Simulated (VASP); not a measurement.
# CO2 (P4_2/mnm) in VASP: single point with PBE

Aim: the single point of CO2 with PBE.

Everything below comes from runs of VASP 6.6.1. Logs are shortened: lines on timing, memory, paths and dates and some standing lists are left out, and cuts for length are marked.

**1. The cell of the first run**

Symmetry: P4_2/mnm, No. 136, tetragonal system. The conventional cell has a = 4.736 Å, b = 4.736 Å, c = 5.047 Å, α = 90.00°, β = 90.00°, γ = 90.00°. C (site symmetry mmm) has 2 O at 1.17 Å within 1.6 Å. O (site symmetry m2m) has 1 C at 1.17 Å within 1.6 Å.

**2. Single point, PBE**

INCAR reads:

```
PREC = Accurate
ENCUT = 910
EDIFF = 1E-6
ISMEAR = 0
SIGMA = 0.02
LREAL = F
LASPH = T
NELM = 120
ALGO = Normal
ISIF = 2
LWAVE = F
LCHARG = T
GGA = PE
LELF = T
LVHAR = T
NBANDS = 25
GGA_COMPAT = F
```

KPOINTS reads:

```
Automatic mesh
0
Gamma
  6 6 6
```

POSCAR reads:

```
CO2
1.0
    4.7360023065      0.0000000000      0.0000000000
    0.0000000000      4.7360023065      0.0000000000
    0.0000000000      0.0000000000      5.0465802287
C O
2 4
Direct
    0.5000000000      0.5000000000      0.5000000000
    0.0000000000      0.0000000000      0.0000000000
    0.3253334346      0.6746665654      0.5000000000
    0.6746665654      0.3253334346      0.5000000000
    0.1746665654      0.1746665654      0.0000000000
    0.8253334346      0.8253334346      0.0000000000
```

Potentials or basis: VASP PAW PBE potentials, release 64 (C_h, O_h).

The run is started by

```console
cat potpaw_PBE.64/C_h/POTCAR potpaw_PBE.64/O_h/POTCAR > POTCAR
mpirun -np 1 vasp_std > vasp.out
```

OUTCAR:

```text
PREC = Accurate
   ENCUT = 910
   EDIFF = 1E-6
   ISMEAR = 0
   LREAL = F
   LASPH = T
   NELM = 120
   ISIF = 2
   GGA = PE

 ion  position               nearest neighbor table
   1  0.500  0.500  0.500-   3 1.17   4 1.17
   2  0.000  0.000  0.000-   5 1.17   6 1.17
   3  0.325  0.675  0.500-   1 1.17
   4  0.675  0.325  0.500-   1 1.17
   5  0.175  0.175  0.000-   2 1.17
   6  0.825  0.825  0.000-   2 1.17

  LATTYP: Found a simple tetragonal cell.
 ALAT       =     4.7360023065
 C/A-ratio  =     1.0655780766

  Lattice vectors:

 A1 = (   4.7360023065,   0.0000000000,   0.0000000000)
 A2 = (   0.0000000000,   4.7360023065,   0.0000000000)
 A3 = (   0.0000000000,   0.0000000000,   5.0465802287)

Analysis of symmetry for initial positions (statically):
=====================================================================
 Subroutine PRICEL returns:
 Original cell was already a primitive cell.

 Routine SETGRP: Setting up the symmetry group for a
 simple tetragonal supercell.

 Subroutine GETGRP returns: Found 16 space group operations
 (whereof  8 operations were pure point group operations)
 out of a pool of 16 trial point group operations.

The static configuration has the point symmetry D_2h.
 The point group associated with its full space group is D_4h.

Analysis of symmetry for dynamics (positions and initial velocities):
=====================================================================
 Subroutine PRICEL returns:
 Original cell was already a primitive cell.

 Routine SETGRP: Setting up the symmetry group for a
 simple tetragonal supercell.

 Subroutine GETGRP returns: Found 16 space group operations
 (whereof  8 operations were pure point group operations)
 out of a pool of 16 trial point group operations.

The dynamic configuration has the point symmetry D_2h.
 The point group associated with its full space group is D_4h.

 Subroutine INISYM returns: Found 16 space group operations
 (whereof  8 operations are pure point group operations),
 and found     1 'primitive' translations

----------------------------------------------------------------------------------------

                                     Primitive cell

  volume of cell :     113.1934

  direct lattice vectors                    reciprocal lattice vectors
     4.736002306  0.000000000  0.000000000     0.211148546  0.000000000  0.000000000
     0.000000000  4.736002306  0.000000000     0.000000000  0.211148546  0.000000000
     0.000000000  0.000000000  5.046580229     0.000000000  0.000000000  0.198153988

  length of vectors
     4.736002306  4.736002306  5.046580229     0.211148546  0.211148546  0.198153988

  position of ions in fractional coordinates (direct lattice)
     0.500000000  0.500000000  0.500000000
     0.000000000  0.000000000  0.000000000
     0.325333435  0.674666565  0.500000000
     0.674666565  0.325333435  0.500000000
     0.174666565  0.174666565  0.000000000
     0.825333435  0.825333435  0.000000000

  ion indices of the primitive-cell ions
   primitive index   ion index
                 1           1
                 2           2
                 3           3
                 4           4
                 5           5
                 6           6

----------------------------------------------------------------------------------------

 KPOINTS: Automatic mesh

Automatic generation of k-mesh.
 Grid dimensions read from file:
 generate k-points for:    6    6    6

 Generating k-lattice:

  Cartesian coordinates                     Fractional coordinates (reciprocal lattice)
     0.035191424  0.000000000  0.000000000     0.166666667  0.000000000  0.000000000
     0.000000000  0.035191424  0.000000000     0.000000000  0.166666667  0.000000000
     0.000000000  0.000000000  0.033025665     0.000000000  0.000000000  0.166666667

  Length of vectors
     0.035191424  0.035191424  0.033025665

  Shift w.r.t. Gamma in fractional coordinates (k-lattice)
     0.000000000  0.000000000  0.000000000

 Subroutine IBZKPT returns following result:
 ===========================================

 Found     40 irreducible k-points:

 Following reciprocal coordinates:
            Coordinates               Weight
  0.000000  0.000000  0.000000      1.000000
  0.166667  0.000000  0.000000      4.000000
  0.333333  0.000000  0.000000      4.000000
  0.500000  0.000000  0.000000      2.000000
  0.166667  0.166667  0.000000      4.000000
  0.333333  0.166667  0.000000      8.000000
[... 16 lines left out ...]
  0.333333  0.000000  0.333333      8.000000
  0.500000  0.000000  0.333333      4.000000
 [... further k-points ...]
   k-points           NKPTS =     40   k-points in BZ     NKDIM =     40   number of bands    NBANDS=     25
   number of dos      NEDOS =    301   number of ions     NIONS =      6
   total plane-waves  NPLWV = 115200
   dimension x,y,z NGX =    48 NGY =   48 NGZ =   50
   dimension x,y,z NGXF=    96 NGYF=   96 NGZF=  100
   ions per type =               2   4
   NGX,Y,Z   is equivalent  to a cutoff of  16.85, 16.85, 16.47 a.u.
   NGXF,Y,Z  is equivalent  to a cutoff of  33.70, 33.70, 32.94 a.u.
 SYSTEM =  unknown system
   PREC   = accura    normal or accurate (medium, high low for compatibility)
   ISTART =      0    job   : 0-new  1-cont  2-samecut
   ICHARG =      2    charge: 1-file 2-atom 10-const
   ISPIN  =      1    spin polarized calculation?
   LNONCOLLINEAR =      F non collinear calculations
   LSORBIT =      F    spin-orbit coupling
   LASPH  =      T    aspherical Exc in radial PAW
   ENCUT  =  910.0 eV  66.88 Ry    8.18 a.u.  11.65 11.65 12.41*2*pi/ulx,y,z
   NELM   =    120;   NELMIN=  2; NELMDL= -5     # of ELM steps
   EDIFF  = 0.1E-05   stopping-criterion for ELM
   LREAL  =      F    real-space projection
   EDIFFG = 0.1E-04   stopping-criterion for IOM
   NSW    =      0    number of steps for IOM
   IBRION =     -1    ionic relax: 0-MD 1-quasi-New 2-CG
   NFREE  =      0    steps in history (QN), initial steepest desc. (CG)
   ISIF   =      2    stress and relaxation
   ISYM   =      2    0-nonsym 1-usesym 2-fastsym
   POTIM  = 0.5000    time-step for ionic-motion
   TEBEG  =    0.0;   TEEND  =   0.0 temperature during run
   PSTRESS=    0.0 pullay stress
   NELECT =      32.0000    total number of electrons
   NUPDOWN=      -1.0000    fix difference up-down
   EMIN   =  10.00;   EMAX   =-10.00  energy-range for DOS
   EFERMI =   0.00;   METHOD = LEGACY
   ISMEAR =     0;   SIGMA  =   0.02  broadening in eV -4-tet -1-fermi 0-gaus
   EFERMI_NEDOS =   21; number of points for ismear=-14 and -15
   IALGO  =     38    algorithm
   IMIX   =      4    mixing-type and parameters
     AMIX     =   0.40;   BMIX     =  1.00
     AMIX_MAG =   1.60;   BMIX_MAG =  1.00
  volume/ion in A,a.u.               =      18.87       127.31
  Fermi-wavevector in a.u.,A,eV,Ry     =   1.074446  2.030408 15.707024  1.154434
  Thomas-Fermi vector in A             =   2.210274
   LORBIT       =      0    0 simple, 1 ext, 2 COOP (PROOUT), +10 PAW based schemes
   GGA     = PE    functional components
   LHFCALC =     F    Hartree Fock is set to
   AEXX    =    0.0000 exact exchange contribution
   IVDW    =     0    specifies the selected vdW correction
   LEPSILON=     F    determine dielectric tensor
   LRPA    =     F    only Hartree local field effects (RPA)
 non-spin polarized calculation
 Gauss-broadening in eV      SIGMA  =   0.02
  energy-cutoff  :      910.00
  volume of cell :      113.19
 maximum number of plane-waves:      7112
 NGX is ok and might be reduce to    48
   NGX = 23   NGY = 23   NGZ = 25

 number of electron      32.0000006 magnetization

 Free energy of the ion-electron system (eV)
  ---------------------------------------------------
  ext. energy  EPLUGINS =         0.00000000
  ---------------------------------------------------
  free energy    TOTEN  =       -46.63910452 eV

  energy without entropy =      -46.63910452  energy(sigma->0) =      -46.63910452

 E-fermi :  -4.2521     XC(G=0):  -6.8146

 val. band max:       -4.4207133064   @ k =   0.5000   0.5000   0.5000
 cond. band min:       2.0956654905   @ k =   0.0000   0.0000   0.0000
 fundamental gap:      6.5163787969
 Fermi energy:        -4.2521315953

 k-point     1 :       0.0000    0.0000    0.0000
  band No.  band energies     occupation
      1     -24.7553      2.00000
      2     -24.6503      2.00000
      3     -23.6858      2.00000
      4     -23.6858      2.00000
      5      -9.6007      2.00000
      6      -9.4585      2.00000
[... 17 lines left out ...]
     24       9.4798      0.00000
     25       9.8822      0.00000

 k-point     2 :       0.1667    0.0000    0.0000
  band No.  band energies     occupation
      1     -24.7461      2.00000
      2     -24.6548      2.00000
      3     -23.6884      2.00000
      4     -23.6881      2.00000
      5      -9.5814      2.00000
      6      -9.4682      2.00000
[... 17 lines left out ...]
     24       9.2919      0.00000
     25       9.5131      0.00000

 k-point     3 :       0.3333    0.0000    0.0000
  band No.  band energies     occupation
      1     -24.7222      2.00000
      2     -24.6692      2.00000
      3     -23.6934      2.00000
      4     -23.6929      2.00000
      5      -9.5389      2.00000
      6      -9.4859      2.00000
[... 552 lines left out ...]
 k-point    23 :       0.3333    0.0000    0.3333
  band No.  band energies     occupation
      1     -24.7080      2.00000
      2     -24.6815      2.00000
      3     -23.6936      2.00000
      4     -23.6934      2.00000
      5      -9.5202      2.00000
      6      -9.4947      2.00000
[... 17 lines left out ...]
     24       8.4660      0.00000
     25       9.5871      0.00000

 k-point    24 :       0.5000    0.0000    0.3333
  band No.  band energies     occupation
      1     -24.6921      2.00000
      2     -24.6921      2.00000
      3     -23.6961      2.00000
      4     -23.6961      2.00000
      5      -9.4843      2.00000
      6      -9.4843      2.00000
[... 17 lines left out ...]
     24       7.3708      0.00000
     25       9.7792      0.00000

 [... further k-points ...]

------------------------ aborting loop because EDIFF is reached ----------------------------------------

  FORCE on cell =-STRESS in cart. coord.  units (eV):
  Direction    XX          YY          ZZ          XY          YZ          ZX
  --------------------------------------------------------------------------------------
  -------------------------------------------------------------------------------------
  Total       -0.1701634     -0.1701634     -0.2599643     -0.0000000      0.0000000      0.0000000
  in kB       -2.4085511     -2.4085511     -3.6796235     -0.0000000      0.0000000      0.0000000
  external PRESSURE =      -2.8322419 kB  Pullay stress =       0.0000000 kB

 VOLUME and BASIS-vectors are now :
 -----------------------------------------------------------------------------
  energy-cutoff  :      910.00
  volume of cell :      113.19
      direct lattice vectors                 reciprocal lattice vectors
     4.736002306  0.000000000  0.000000000     0.211148546  0.000000000  0.000000000
     0.000000000  4.736002306  0.000000000     0.000000000  0.211148546  0.000000000
     0.000000000  0.000000000  5.046580229     0.000000000  0.000000000  0.198153988

 POSITION                                       TOTAL-FORCE (eV/Angst)
 -----------------------------------------------------------------------------------
      2.36800      2.36800      2.52329         0.000000      0.000000      0.000000
      0.00000      0.00000      0.00000         0.000000      0.000000      0.000000
      1.54078      3.19522      2.52329        -0.007012      0.007012     -0.000000
      3.19522      1.54078      2.52329         0.007012     -0.007012      0.000000
      0.82722      0.82722      0.00000         0.007012      0.007012     -0.000000
      3.90878      3.90878      0.00000        -0.007012     -0.007012      0.000000
 -----------------------------------------------------------------------------------
    total drift:                               -0.000000     -0.000000      0.000000

  FREE ENERGIE OF THE ION-ELECTRON SYSTEM (eV)
  ---------------------------------------------------
  free  energy   TOTEN  =       -46.6391045200 eV

  energy  without entropy=      -46.6391045200  energy(sigma->0) =      -46.63910452
```

It took 3.9 min on 1 thread of Intel Xeon Platinum 8488C (Sapphire Rapids), shared host; peak memory 0.44 GiB.

Results:

```yaml
Free_energy: -46.6391 eV
Pressure: -0.3 GPa
Largest_force: 0.010 eV/Å
Band_gap_on_the_k_mesh: 6.52 eV (least direct gap 6.71 eV)
```

Forces on the atoms (eV/Å):
```
C    0.000  0.000  0.000
C    0.000  0.000  0.000
O   -0.007  0.007  0.000
O    0.007 -0.007  0.000
O    0.007  0.007  0.000
O   -0.007 -0.007  0.000
```

Caveat: this functional lacks dispersion, which holds the molecules together, so the pressure and a relaxed volume are unreliable. A k mesh can miss the band edges.
